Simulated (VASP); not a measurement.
# MnF2 (P4_2/mnm) in VASP: further runs

The runs below take MnF2 through single point, with PBEsol.

All numbers are computed with VASP 6.6.1; they aren't measurements. Logs are shortened: lines on timing, memory, paths and dates and some standing lists are left out, and cuts for length are marked.

## 1. The cell of the first run

It takes space group P4_2/mnm (No. 136, tetragonal). The conventional cell has a = 4.995 Å, b = 4.995 Å, c = 3.319 Å, α = 90.00°, β = 90.00°, γ = 90.00°. Within 2.8 Å of Mn (site symmetry mmm) lie 6 F at 2.15 to 2.17 Å. Within 2.8 Å of F (site symmetry m2m) lie 3 Mn at 2.15 to 2.17 Å and 1 F at 2.72 Å.

## 2. Single point, PBEsol, collinear spin, ferromagnetic start (13.80 Å³/atom)

INCAR reads:

```
SYSTEM = MnF2
PREC = Accurate ; ENCUT = 520
EDIFF = 1E-6 ; ISMEAR = 0
SIGMA = 0.02 ; LREAL = .FALSE.
LASPH = .TRUE. ; NELM = 150
ALGO = Normal ; ISIF = 2
LWAVE = .FALSE. ; LCHARG = .FALSE.
ISPIN = 2 ; MAGMOM = 4.59 4.59 0.11 0.11 0.11 0.11
LORBIT = 11 ; LMAXMIX = 4
GGA = PS ; NBANDS = 40
```

KPOINTS reads:

```
regular mesh
0
G
  6 6 8
  0 0 0
```

POSCAR reads:

```
MnF2
1.0
    4.9954753522      0.0000000000      0.0000000000
    0.0000000000      4.9954753522      0.0000000000
    0.0000000000      0.0000000000      3.3186792791
Mn F
2 4
Direct
    0.0000000000      0.0000000000      0.0000000000
    0.5000000000      0.5000000000      0.5000000000
    0.3073519096      0.3073519096      0.0000000000
    0.1926480904      0.8073519096      0.5000000000
    0.6926480904      0.6926480904      0.0000000000
    0.8073519096      0.1926480904      0.5000000000
```

Potentials or basis: VASP PAW PBE potentials, release 64 (Mn_pv, F).

Launch:

```sh
> cat potpaw_PBE.64/Mn_pv/POTCAR potpaw_PBE.64/F/POTCAR > POTCAR
> mpirun -np 1 vasp_std > vasp.out
```

OUTCAR:

```text
SYSTEM = MnF2
   PREC = Accurate
   ENCUT = 520
   EDIFF = 1E-6
   ISMEAR = 0
   LREAL = .FALSE.
   LASPH = .TRUE.
   NELM = 150
   ISIF = 2
   ISPIN = 2
   LORBIT = 11
   GGA = PS

 ion  position               nearest neighbor table
   1  0.000  0.000  0.000-   4 2.15   6 2.15   4 2.15   6 2.15   5 2.17   3 2.17
   2  0.500  0.500  0.500-   3 2.15   5 2.15   3 2.15   5 2.15   4 2.17   6 2.17
   3  0.307  0.307  0.000-   2 2.15   2 2.15   1 2.17
   4  0.193  0.807  0.500-   1 2.15   1 2.15   2 2.17
   5  0.693  0.693  0.000-   2 2.15   2 2.15   1 2.17
   6  0.807  0.193  0.500-   1 2.15   1 2.15   2 2.17

  LATTYP: Found a simple tetragonal cell.
 ALAT       =     4.9954753522
 C/A-ratio  =     0.6643370340

  Lattice vectors:

 A1 = (   4.9954753522,   0.0000000000,   0.0000000000)
 A2 = (   0.0000000000,   4.9954753522,   0.0000000000)
 A3 = (   0.0000000000,   0.0000000000,   3.3186792791)

Analysis of symmetry for initial positions (statically):
=====================================================================
 Subroutine PRICEL returns:
 Original cell was already a primitive cell.

 Routine SETGRP: Setting up the symmetry group for a
 simple tetragonal supercell.

 Subroutine GETGRP returns: Found 16 space group operations
 (whereof  8 operations were pure point group operations)
 out of a pool of 16 trial point group operations.

The static configuration has the point symmetry D_2h.
 The point group associated with its full space group is D_4h.

Analysis of symmetry for dynamics (positions and initial velocities):
=====================================================================
 Subroutine PRICEL returns:
 Original cell was already a primitive cell.

 Routine SETGRP: Setting up the symmetry group for a
 simple tetragonal supercell.

 Subroutine GETGRP returns: Found 16 space group operations
 (whereof  8 operations were pure point group operations)
 out of a pool of 16 trial point group operations.

The dynamic configuration has the point symmetry D_2h.
 The point group associated with its full space group is D_4h.

Analysis of structural, dynamic, and magnetic symmetry:
=====================================================================
 Subroutine PRICEL returns:
 Original cell was already a primitive cell.

 Routine SETGRP: Setting up the symmetry group for a
 simple tetragonal supercell.

 Subroutine GETGRP returns: Found 16 space group operations
 (whereof  8 operations were pure point group operations)
 out of a pool of 16 trial point group operations.

The overall configuration has the point symmetry D_2h.
 The point group associated with its full space group is D_4h.
[... 147 lines left out ...]

 number of electron      54.0000060 magnetization       9.9999979

 Free energy of the ion-electron system (eV)
  ---------------------------------------------------
  ext. energy  EPLUGINS =         0.00000000
  ---------------------------------------------------
  free energy    TOTEN  =       -40.57406048 eV

  energy without entropy =      -40.57406048  energy(sigma->0) =      -40.57406048

 E-fermi :   2.7583     XC(G=0):  -9.7263

 val. band max:        2.5294602341   @ k =   0.0000   0.0000   0.0000
 cond. band min:       3.6688814123   @ k =   0.0000   0.0000   0.0000
 fundamental gap:      1.1394211782
 Fermi energy:         2.7583131051

 spin component 1

 k-point     1 :       0.0000    0.0000    0.0000
  band No.  band energies     occupation
      1     -47.2915      1.00000
      2     -47.2915      1.00000
      3     -47.2609      1.00000
      4     -47.2609      1.00000
      5     -47.2331      1.00000
      6     -47.2318      1.00000
[... 997 lines left out ...]
     38      12.1749      0.00000
     39      13.2143      0.00000

 [... further k-points ...]

 spin component 2

 k-point     1 :       0.0000    0.0000    0.0000
  band No.  band energies     occupation
      1     -42.3772      1.00000
      2     -42.3772      1.00000
      3     -42.3416      1.00000
      4     -42.3416      1.00000
      5     -42.3104      1.00000
      6     -42.3085      1.00000
[... 997 lines left out ...]
     38      13.2431      0.00000
     39      14.0922      0.00000

 [... further k-points ...]

 [bands above 39 left out]

------------------------ aborting loop because EDIFF is reached ----------------------------------------

  FORCE on cell =-STRESS in cart. coord.  units (eV):
  Direction    XX          YY          ZZ          XY          YZ          ZX
  --------------------------------------------------------------------------------------
  -------------------------------------------------------------------------------------
  Total       -2.3899977     -2.3899977     -2.3566680     -0.0000000      0.0000000      0.0000000
  in kB      -46.2369469    -46.2369469    -45.5921492     -0.0000000      0.0000000      0.0000000
  external PRESSURE =     -46.0220143 kB  Pullay stress =       0.0000000 kB

 VOLUME and BASIS-vectors are now :
 -----------------------------------------------------------------------------
  energy-cutoff  :      520.00
  volume of cell :       82.82
      direct lattice vectors                 reciprocal lattice vectors
     4.995475352  0.000000000  0.000000000     0.200181150  0.000000000  0.000000000
     0.000000000  4.995475352  0.000000000     0.000000000  0.200181150  0.000000000
     0.000000000  0.000000000  3.318679279     0.000000000  0.000000000  0.301324688

 POSITION                                       TOTAL-FORCE (eV/Angst)
 -----------------------------------------------------------------------------------
      0.00000      0.00000      0.00000         0.000000      0.000000      0.000000
      2.49774      2.49774      1.65934         0.000000      0.000000      0.000000
      1.53537      1.53537      0.00000        -0.010687     -0.010687     -0.000000
      0.96237      4.03311      1.65934         0.010687     -0.010687     -0.000000
      3.46011      3.46011      0.00000         0.010687      0.010687      0.000000
      4.03311      0.96237      1.65934        -0.010687      0.010687      0.000000
 -----------------------------------------------------------------------------------
    total drift:                                0.000000      0.000000      0.000000

  FREE ENERGIE OF THE ION-ELECTRON SYSTEM (eV)
  ---------------------------------------------------
  free  energy   TOTEN  =       -40.5740604836 eV

  energy  without entropy=      -40.5740604836  energy(sigma->0) =      -40.57406048

 total charge

# of ion       s       p       d       tot
------------------------------------------
    1        0.159   6.135   4.927  11.222
    2        0.159   6.135   4.927  11.222
    3        1.731   4.341   0.000   6.072
    4        1.731   4.341   0.000   6.072
    5        1.731   4.341   0.000   6.072
    6        1.731   4.341   0.000   6.072
--------------------------------------------------
tot          7.244  29.635   9.854  46.733

 magnetization (x)

# of ion       s       p       d       tot
------------------------------------------
    1        0.024   0.021   4.544   4.589
    2        0.024   0.021   4.544   4.589
    3        0.008   0.074   0.000   0.081
    4        0.008   0.074   0.000   0.081
    5        0.008   0.074   0.000   0.081
    6        0.008   0.074   0.000   0.081
--------------------------------------------------
tot          0.080   0.337   9.087   9.504
```

It took 7.5 min on 1 thread of Intel Xeon 8259CL, shared host; peak memory 0.38 GiB.

What came out:

```
Free energy                                           : -40.5741 eV
Pressure                                              : -4.6 GPa
Largest force                                         : 0.015 eV/Å
Band gap on the k mesh                                : 1.14 eV
Net moment                                            : 10.00 μB per cell
Site moments                                          : Mn +4.59; F +0.08 μB
Valence electrons inside the program's atomic spheres : Mn 11.22; F 6.07
```

Forces in eV/Å, atoms in the order of the input:
```
Mn   0.000  0.000  0.000
Mn   0.000  0.000  0.000
F   -0.011 -0.011  0.000
F    0.011 -0.011  0.000
F    0.011  0.011  0.000
F   -0.011  0.011  0.000
```

Caveat: the cell stands under tension; the PAW data sets were made with another functional, which shifts forces and pressure a little; only a ferromagnetic start was run, and an antiferromagnetic order may lie lower in energy. A k mesh can miss the band edges.

## 3. Single point, PBEsol, collinear spin, ferromagnetic start

This run uses another cell than the first one, of 13.02 Å³/atom.

INCAR reads:

```
PREC = Accurate ; ENCUT = 520
EDIFF = 1E-6 ; ISMEAR = 0
SIGMA = 0.02 ; LREAL = False
LASPH = True ; NELM = 150
ALGO = Normal ; ISIF = 2
LWAVE = False ; LCHARG = True
ISPIN = 2 ; MAGMOM = 4.59 4.59 0.11 0.11 0.11 0.11
LORBIT = 11 ; LMAXMIX = 4
GGA = PS ; LELF = True
LVHAR = True ; NBANDS = 40
```

KPOINTS reads:

```
regular mesh
0
Gamma
  6 6 8
```

POSCAR reads:

```
MnF2
1.0
    4.8685735062      0.0000000000      0.0000000000
    0.0000000000      4.8685735062      0.0000000000
    0.0000000000      0.0000000000      3.2961699565
Mn F
2 4
Direct
    0.0000000000      0.0000000000      0.0000000000
    0.5000000000      0.5000000000      0.5000000000
    0.3051509104      0.3051509104      0.0000000000
    0.1948490896      0.8051509104      0.5000000000
    0.6948490896      0.6948490896      0.0000000000
    0.8051509104      0.1948490896      0.5000000000
```

Potentials or basis: VASP PAW PBE potentials, release 64 (Mn_pv, F).

Launch:

```sh
> cat potpaw_PBE.64/Mn_pv/POTCAR potpaw_PBE.64/F/POTCAR > POTCAR
> mpirun -np 1 vasp_std > vasp.out
```

OUTCAR:

```text
PREC = Accurate
   ENCUT = 520
   EDIFF = 1E-6
   ISMEAR = 0
   LREAL = False
   LASPH = True
   NELM = 150
   ISIF = 2
   ISPIN = 2
   LORBIT = 11
   GGA = PS

 ion  position               nearest neighbor table
   1  0.000  0.000  0.000-   3 2.10   5 2.10   4 2.13   6 2.13   4 2.13   6 2.13
   2  0.500  0.500  0.500-   4 2.10   6 2.10   5 2.13   3 2.13   3 2.13   5 2.13
   3  0.305  0.305  0.000-   1 2.10   2 2.13   2 2.13
   4  0.195  0.805  0.500-   2 2.10   1 2.13   1 2.13
   5  0.695  0.695  0.000-   1 2.10   2 2.13   2 2.13
   6  0.805  0.195  0.500-   2 2.10   1 2.13   1 2.13

  LATTYP: Found a simple tetragonal cell.
 ALAT       =     4.8685735062
 C/A-ratio  =     0.6770299252

  Lattice vectors:

 A1 = (   4.8685735062,   0.0000000000,   0.0000000000)
 A2 = (   0.0000000000,   4.8685735062,   0.0000000000)
 A3 = (   0.0000000000,   0.0000000000,   3.2961699565)

Analysis of symmetry for initial positions (statically):
=====================================================================
 Subroutine PRICEL returns:
 Original cell was already a primitive cell.

[... 2235 lines left out ...]
  Total        0.0076185      0.0076185      0.0547147     -0.0000000      0.0000000      0.0000000
  in kB        0.1562315      0.1562315      1.1220219     -0.0000000      0.0000000      0.0000000
  external PRESSURE =       0.4781616 kB  Pullay stress =       0.0000000 kB

 VOLUME and BASIS-vectors are now :
 -----------------------------------------------------------------------------
  energy-cutoff  :      520.00
  volume of cell :       78.13
      direct lattice vectors                 reciprocal lattice vectors
     4.868573506  0.000000000  0.000000000     0.205398973  0.000000000  0.000000000
     0.000000000  4.868573506  0.000000000     0.000000000  0.205398973  0.000000000
     0.000000000  0.000000000  3.296169956     0.000000000  0.000000000  0.303382414

 POSITION                                       TOTAL-FORCE (eV/Angst)
 -----------------------------------------------------------------------------------
      0.00000      0.00000      0.00000         0.000000      0.000000      0.000000
      2.43429      2.43429      1.64808         0.000000      0.000000      0.000000
      1.48565      1.48565      0.00000        -0.003025     -0.003025      0.000000
      0.94864      3.91994      1.64808         0.003025     -0.003025      0.000000
      3.38292      3.38292      0.00000         0.003025      0.003025      0.000000
      3.91994      0.94864      1.64808        -0.003025      0.003025      0.000000
 -----------------------------------------------------------------------------------
    total drift:                               -0.000000      0.000000      0.000000

  FREE ENERGIE OF THE ION-ELECTRON SYSTEM (eV)
  ---------------------------------------------------
  free  energy   TOTEN  =       -40.6351885433 eV

  energy  without entropy=      -40.6351885433  energy(sigma->0) =      -40.63518854

 total charge

# of ion       s       p       d       tot
------------------------------------------
    1        0.169   6.152   4.950  11.272
    2        0.169   6.152   4.950  11.272
    3        1.732   4.353   0.000   6.085
    4        1.732   4.353   0.000   6.085
    5        1.732   4.353   0.000   6.085
    6        1.732   4.353   0.000   6.085
--------------------------------------------------
tot          7.267  29.716   9.901  46.884

 magnetization (x)

# of ion       s       p       d       tot
------------------------------------------
    1        0.024   0.023   4.533   4.580
    2        0.024   0.023   4.533   4.580
    3        0.009   0.079   0.000   0.088
    4        0.009   0.079   0.000   0.088
    5        0.009   0.079   0.000   0.088
    6        0.009   0.079   0.000   0.088
--------------------------------------------------
tot          0.083   0.362   9.067   9.513
```

OSZICAR:

```text
N       E                     dE             d eps       ncg     rms          rms(c)
DAV:   1     0.676884475033E+03    0.67688E+03   -0.29759E+04  8176   0.152E+03
DAV:   2     0.166831273317E+02   -0.66020E+03   -0.61499E+03  8368   0.463E+02
DAV:   3    -0.429826794930E+02   -0.59666E+02   -0.58879E+02  9248   0.151E+02
DAV:   4    -0.439369946052E+02   -0.95432E+00   -0.95335E+00  8384   0.208E+01
DAV:   5    -0.439478366095E+02   -0.10842E-01   -0.10842E-01  9056   0.224E+00    0.201E+01
DAV:   6    -0.405663047672E+02    0.33815E+01   -0.13613E+01  9424   0.302E+01    0.159E+01
DAV:   7    -0.406278807398E+02   -0.61576E-01   -0.11940E+00  8160   0.828E+00    0.110E+01
DAV:   8    -0.405749917745E+02    0.52889E-01   -0.21050E-01  8768   0.383E+00    0.452E+00
DAV:   9    -0.406309243009E+02   -0.55933E-01   -0.41761E-02  8488   0.206E+00    0.877E-01
DAV:  10    -0.406346590342E+02   -0.37347E-02   -0.89572E-03  8736   0.573E-01    0.165E-01
DAV:  11    -0.406349647974E+02   -0.30576E-03   -0.42581E-04  8560   0.129E-01    0.818E-02
DAV:  12    -0.406351493732E+02   -0.18458E-03   -0.70448E-05  8232   0.552E-02    0.400E-02
DAV:  13    -0.406351866173E+02   -0.37244E-04   -0.18115E-05  8720   0.334E-02    0.768E-03
DAV:  14    -0.406351881241E+02   -0.15068E-05   -0.18646E-06  6960   0.106E-02    0.389E-03
DAV:  15    -0.406351885433E+02   -0.41925E-06   -0.73263E-07  5472   0.521E-03
   1 F= -.40635189E+02 E0= -.40635189E+02  d E =-.255074E-42  mag=    10.0000
```

stdout:

```text
POSCAR found type information on POSCAR MnF
 POSCAR found :  2 types and       6 ions
 scaLAPACK will be used
 -----------------------------------------------------------------------------
|                                                                             |
|                                                                             |
|     You enforced a specific xc type in the INCAR file but a different       |
|     I HOPE YOU KNOW WHAT YOU ARE DOING!                                     |
|                                                                             |
 -----------------------------------------------------------------------------

 LDA part: xc-table for (Slater+PW92), standard interpolation
 POSCAR, INCAR and KPOINTS ok, starting setup
 FFT: planning ... GRIDC
 FFT: planning ... GRID_SOFT
 FFT: planning ... GRID
 WAVECAR not read
 entering main loop
```

Wall time 6.3 min (1 thread of AMD EPYC 7R13, shared host); peak memory 0.32 GiB.

Results:

| Quantity | Value |
| --- | --- |
| Free energy | -40.6352 eV |
| Pressure | 0.0 GPa |
| Largest force | 0.004 eV/Å |
| Band gap on the k mesh | 0.93 eV |
| Net moment | 10.00 μB per cell |
| Site moments | Mn +4.58; F +0.09 μB |
| Valence electrons inside the program's atomic spheres | Mn 11.27; F 6.08 |

Forces on the atoms (eV/Å):
```
Mn   0.000  0.000  0.000
Mn   0.000  0.000  0.000
F   -0.003 -0.003  0.000
F    0.003 -0.003  0.000
F    0.003  0.003  0.000
F   -0.003  0.003  0.000
```

Levels at points of the mesh, in eV from the valence-band top:
Spin up:
```
           k point  band 29  band 30  band 31  band 32  band 33  band 34  band 35  band 36
(0.00, 0.00, 0.00)    -1.58    -0.56    -0.56     0.00     0.93     6.25     6.25     7.69
(0.50, 0.00, 0.00)    -0.83    -0.83    -0.69    -0.69     3.30     3.30     7.60     7.60
(0.50, 0.50, 0.00)    -1.15    -1.15    -0.57    -0.57     4.83     4.83     5.35     5.35
(0.00, 0.00, 0.50)    -1.25    -1.25    -1.03    -1.03     5.58     5.58     9.38     9.38
(0.50, 0.00, 0.50)    -1.68    -1.68    -0.32    -0.32     6.64     6.64     6.80     6.80
(0.50, 0.50, 0.50)    -1.27    -1.27    -0.85    -0.85     6.65     6.65     7.70     7.70
```
Spin down:
| k point | band 20 | band 21 | band 22 | band 23 | band 24 | band 25 |
| --- | --- | --- | --- | --- | --- | --- |
| (0.00, 0.00, 0.00) | -4.74 | -4.74 | -4.44 | 1.61 | 1.65 | 2.07 |
| (0.50, 0.00, 0.00) | -5.53 | -4.78 | -4.78 | 1.84 | 1.84 | 2.27 |
| (0.50, 0.50, 0.00) | -5.19 | -5.11 | -5.11 | 1.71 | 1.71 | 2.16 |
| (0.00, 0.00, 0.50) | -5.37 | -5.15 | -5.15 | 2.08 | 2.08 | 2.16 |
| (0.50, 0.00, 0.50) | -5.21 | -4.95 | -4.95 | 1.79 | 1.79 | 2.22 |
| (0.50, 0.50, 0.50) | -4.93 | -4.85 | -4.85 | 2.05 | 2.05 | 2.13 |

Caveat: the PAW data sets were made with another functional, which shifts forces and pressure a little; only a ferromagnetic start was run, and an antiferromagnetic order may lie lower in energy.
